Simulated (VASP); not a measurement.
# TaN (P-6m2) in VASP: further runs, part 2 of 3

VASP 6.6.1. The steps go on from the part before.

### 3 Relaxation of cell and atoms, PBE

This run uses another cell than the first one, of 10.92 Å³/atom, 1.031 times its volume.

INCAR

```
SYSTEM = TaN
ALGO = Normal ; EDIFF = 1E-6
EDIFFG = -0.01 ; ENCUT = 600
GGA = PE ; IBRION = 2
ISIF = 3 ; ISMEAR = 0
LASPH = .TRUE. ; LCHARG = .FALSE.
LREAL = .FALSE. ; LWAVE = .FALSE.
NELM = 80 ; NSW = 100
PREC = Accurate ; SIGMA = 0.1
```

KPOINTS

```
k-points
0
G
  24 24 20
  0 0 0
```

POSCAR

```
TaN
1.0
    2.9502626678      0.0000000000      0.0000000000
   -1.4751313339      2.5550024182      0.0000000000
    0.0000000000      0.0000000000      2.8972025697
Ta N
1 1
Direct
    0.3333333333      0.6666666667      0.5000000000
    0.0000000000      0.0000000000      0.0000000000
```

Potentials or basis: VASP PAW PBE potentials, release 64 (Ta_pv, N).

Launch:

```
$ cat potpaw_PBE.64/Ta_pv/POTCAR potpaw_PBE.64/N/POTCAR > POTCAR
$ mpirun -np 1 vasp_std > vasp.out
```

OUTCAR:

```text
SYSTEM = TaN
   EDIFF = 1E-6
   EDIFFG = -0.01
   ENCUT = 600
   GGA = PE
   IBRION = 2
   ISIF = 3
   ISMEAR = 0
   LASPH = .TRUE.
   LREAL = .FALSE.
   NELM = 80
   NSW = 100
   PREC = Accurate

 ion  position               nearest neighbor table
   1  0.333  0.667  0.500-   2 2.24   2 2.24   2 2.24   2 2.24   2 2.24   2 2.24
   2  0.000  0.000  0.000-   1 2.24   1 2.24   1 2.24   1 2.24   1 2.24   1 2.24

  LATTYP: Found a hexagonal cell.
 ALAT       =     2.9502626678
 C/A-ratio  =     0.9820151274

  Lattice vectors:

 A1 = (   2.9502626678,   0.0000000000,   0.0000000000)
 A2 = (  -1.4751313339,   2.5550024182,   0.0000000000)
 A3 = (   0.0000000000,   0.0000000000,   2.8972025697)

Analysis of symmetry for initial positions (statically):
=====================================================================
 Subroutine PRICEL returns:
 Original cell was already a primitive cell.

 Routine SETGRP: Setting up the symmetry group for a
 hexagonal supercell.

 Subroutine GETGRP returns: Found 12 space group operations
 (whereof 12 operations were pure point group operations)
 out of a pool of 24 trial point group operations.

The static configuration has the point symmetry D_3h.

Analysis of symmetry for dynamics (positions and initial velocities):
=====================================================================
 Subroutine PRICEL returns:
 Original cell was already a primitive cell.

 Routine SETGRP: Setting up the symmetry group for a
 hexagonal supercell.

 Subroutine GETGRP returns: Found 12 space group operations
 (whereof 12 operations were pure point group operations)
 out of a pool of 24 trial point group operations.

The dynamic configuration has the point symmetry D_3h.

 Subroutine INISYM returns: Found 12 space group operations
 (whereof 12 operations are pure point group operations),
 and found     1 'primitive' translations

----------------------------------------------------------------------------------------

                                     Primitive cell

  volume of cell :      21.8389

  direct lattice vectors                    reciprocal lattice vectors
     2.950262668  0.000000000  0.000000000     0.338952871  0.195694531  0.000000000
    -1.475131334  2.555002418  0.000000000     0.000000000  0.391389062  0.000000000
     0.000000000  0.000000000  2.897202570     0.000000000  0.000000000  0.345160539

  length of vectors
     2.950262668  2.950262668  2.897202570     0.391389062  0.391389062  0.345160539

  position of ions in fractional coordinates (direct lattice)
     0.333333333  0.666666667  0.500000000
     0.000000000  0.000000000  0.000000000

  ion indices of the primitive-cell ions
   primitive index   ion index
                 1           1
                 2           2

----------------------------------------------------------------------------------------

 KPOINTS: k-points

Automatic generation of k-mesh.
 Grid dimensions read from file:
 generate k-points for:   24   24   20

 Generating k-lattice:

  Cartesian coordinates                     Fractional coordinates (reciprocal lattice)
     0.014123036  0.008153939  0.000000000     0.041666667  0.000000000  0.000000000
[... 46 lines left out ...]
   ions per type =               1   1
   NGX,Y,Z   is equivalent  to a cutoff of  13.52, 13.52, 13.77 a.u.
   NGXF,Y,Z  is equivalent  to a cutoff of  27.05, 27.05, 27.54 a.u.
 SYSTEM =  TaN
   PREC   = accura    normal or accurate (medium, high low for compatibility)
   ISTART =      0    job   : 0-new  1-cont  2-samecut
   ICHARG =      2    charge: 1-file 2-atom 10-const
   ISPIN  =      1    spin polarized calculation?
   LNONCOLLINEAR =      F non collinear calculations
   LSORBIT =      F    spin-orbit coupling
   LASPH  =      T    aspherical Exc in radial PAW
   ENCUT  =  600.0 eV  44.10 Ry    6.64 a.u.   5.89  5.89  5.79*2*pi/ulx,y,z
   NELM   =     80;   NELMIN=  2; NELMDL= -5     # of ELM steps
   EDIFF  = 0.1E-05   stopping-criterion for ELM
   LREAL  =      F    real-space projection
   EDIFFG = -.1E-01   stopping-criterion for IOM
   NSW    =    100    number of steps for IOM
   IBRION =      2    ionic relax: 0-MD 1-quasi-New 2-CG
   NFREE  =      1    steps in history (QN), initial steepest desc. (CG)
   ISIF   =      3    stress and relaxation
   ISYM   =      2    0-nonsym 1-usesym 2-fastsym
   POTIM  = 0.5000    time-step for ionic-motion
   TEBEG  =    0.0;   TEEND  =   0.0 temperature during run
   PSTRESS=    0.0 pullay stress
   NELECT =      16.0000    total number of electrons
   NUPDOWN=      -1.0000    fix difference up-down
   EMIN   =  10.00;   EMAX   =-10.00  energy-range for DOS
   EFERMI =   0.00;   METHOD = LEGACY
   ISMEAR =     0;   SIGMA  =   0.10  broadening in eV -4-tet -1-fermi 0-gaus
   EFERMI_NEDOS =   21; number of points for ismear=-14 and -15
   IALGO  =     38    algorithm
   IMIX   =      4    mixing-type and parameters
     AMIX     =   0.40;   BMIX     =  1.00
     AMIX_MAG =   1.60;   BMIX_MAG =  1.00
  volume/ion in A,a.u.               =      10.92        73.69
  Fermi-wavevector in a.u.,A,eV,Ry     =   1.475835  2.788924 29.634708  2.178090
  Thomas-Fermi vector in A             =   2.590436
   LORBIT       =      0    0 simple, 1 ext, 2 COOP (PROOUT), +10 PAW based schemes
   GGA     = PE    functional components
   LHFCALC =     F    Hartree Fock is set to
   AEXX    =    0.0000 exact exchange contribution
   IVDW    =     0    specifies the selected vdW correction
   LEPSILON=     F    determine dielectric tensor
   LRPA    =     F    only Hartree local field effects (RPA)
 conjugate gradient relaxation of ions
 non-spin polarized calculation
 Gauss-broadening in eV      SIGMA  =   0.10
  energy-cutoff  :      600.00
  volume of cell :       21.84
 maximum number of plane-waves:       744
 NGX is ok and might be reduce to    24
   NGX = 11   NGY = 11   NGZ = 11

--------------------------------------- Ionic step        1  -------------------------------------------

 number of electron      16.0000001 magnetization

 Free energy of the ion-electron system (eV)
  ---------------------------------------------------
  ext. energy  EPLUGINS =         0.00000000
  ---------------------------------------------------
  free energy    TOTEN  =       -22.44822640 eV

  energy without entropy =      -22.44786856  energy(sigma->0) =      -22.44804748

------------------------ aborting loop because EDIFF is reached ----------------------------------------

  FORCE on cell =-STRESS in cart. coord.  units (eV):
  Direction    XX          YY          ZZ          XY          YZ          ZX
  --------------------------------------------------------------------------------------
  -------------------------------------------------------------------------------------
  Total        0.0696879      0.0696879      0.1098783      0.0000000      0.0000000      0.0000000
  in kB        5.1125420      5.1125420      8.0610543      0.0000000      0.0000000      0.0000000
  external PRESSURE =       6.0953794 kB  Pullay stress =       0.0000000 kB
[... 59 lines left out ...]
--------------------------------------- Ionic step        3  -------------------------------------------

 number of electron      16.0000001 magnetization

 Free energy of the ion-electron system (eV)
  ---------------------------------------------------
  ext. energy  EPLUGINS =         0.00000000
  ---------------------------------------------------
  free energy    TOTEN  =       -22.44830219 eV

  energy without entropy =      -22.44794360  energy(sigma->0) =      -22.44812289

 E-fermi :   8.0931     XC(G=0): -13.2637

 val. band max:        8.0898290713   @ k =   0.0417  -0.0000   0.4500
 cond. band min:       8.1018519603   @ k =   0.0000   0.0000   0.4000
 fundamental gap:      0.0120228890
 Fermi energy:         8.0931339719

 k-point     1 :       0.0000    0.0000    0.0000
  band No.  band energies     occupation
      1     -26.7969      2.00000
      2     -26.5372      2.00000
      3     -26.5372      2.00000
      4      -9.5684      2.00000
      5       3.6072      2.00000
      6       3.6072      2.00000
      7       3.9549      2.00000
      8       5.1830      2.00000
      9      10.2051      0.00000
     10      11.6076      0.00000
     11      11.6076      0.00000
     12      12.0138      0.00000
[... 331 lines left out ...]
 k-point    24 :       0.4583    0.0417    0.0000
  band No.  band energies     occupation
      1     -27.5068      2.00000
      2     -26.7689      2.00000
      3     -26.6617      2.00000
      4      -7.3341      2.00000
      5      -0.0686      2.00000
      6       2.9825      2.00000
      7       4.4394      2.00000
      8       5.2030      2.00000
      9      10.9112      0.00000
     10      11.9366      0.00000
     11      13.0359      0.00000
     12      13.3842      0.00000

 [... further k-points ...]
[... 5 lines left out ...]
  --------------------------------------------------------------------------------------
  -------------------------------------------------------------------------------------
  Total       -0.0027502     -0.0027502      0.0056591      0.0000000      0.0000000      0.0000000
  in kB       -0.2014097     -0.2014097      0.4144400      0.0000000      0.0000000      0.0000000
  external PRESSURE =       0.0038735 kB  Pullay stress =       0.0000000 kB
[... 17 lines left out ...]
  FREE ENERGIE OF THE ION-ELECTRON SYSTEM (eV)
  ---------------------------------------------------
  free  energy   TOTEN  =       -22.4483021873 eV

  energy  without entropy=      -22.4479435986  energy(sigma->0) =      -22.44812289

 reached required accuracy - stopping structural energy minimisation
```

It took 2.4 min on 1 thread of AMD EPYC 9R45 (Zen 5), shared host; peak memory 0.32 GiB.

Results:

| Item | Value |
| --- | --- |
| Free energy | -22.4483 eV |
| Relaxed volume | 10.94 Å³/atom |
| Relaxed cell | a = 2.952 Å, b = 2.952 Å, c = 2.899 Å, α = 90.00°, β = 90.00°, γ = 120.00° |
| Space group after relaxing (to 0.05 Å) | P-6m2 (No. 187) |
| Energy gained by relaxing | 0.0 meV/atom |
| Ionic steps | 3 |
| Pressure after relaxing | 0.0 GPa |
| Band gap on the k mesh | zero (band 8 reaches 8.51 eV, above the bottom of band 9 at 8.01 eV) |

Final structure:
```yaml
crystal:
  lattice:
    - [2.95171, 0.00000, 0.00000]
    - [-1.47586, 2.55626, 0.00000]
    - [0.00000, 0.00000, 2.89945]
  atoms:
    - { symbol: Ta, position: [0.33333, 0.66667, 0.50000] }
    - { symbol: N, position: [0.00000, 0.00000, 0.00000] }
```

Levels at points of the mesh, in eV from the Fermi level:
```csv
k point,band 5,band 6,band 7,band 8,band 9,band 10,band 11,band 12
"(0.00, 0.00, 0.00)",-4.49,-4.49,-4.14,-2.91,2.11,3.51,3.51,3.92
"(0.50, 0.00, 0.00)",-8.19,-5.12,-3.41,-3.15,2.96,3.94,5.13,5.20
"(0.00, 0.00, 0.50)",-9.26,-3.69,-3.69,-0.08,-0.08,2.35,3.30,3.30
"(0.50, 0.00, 0.50)",-7.23,-6.13,-5.59,-0.39,4.06,5.25,5.90,6.95
```

Caveat: spin-orbit coupling is left out, which moves the levels of the heavy elements.

(Continued in part 3 of 3.)
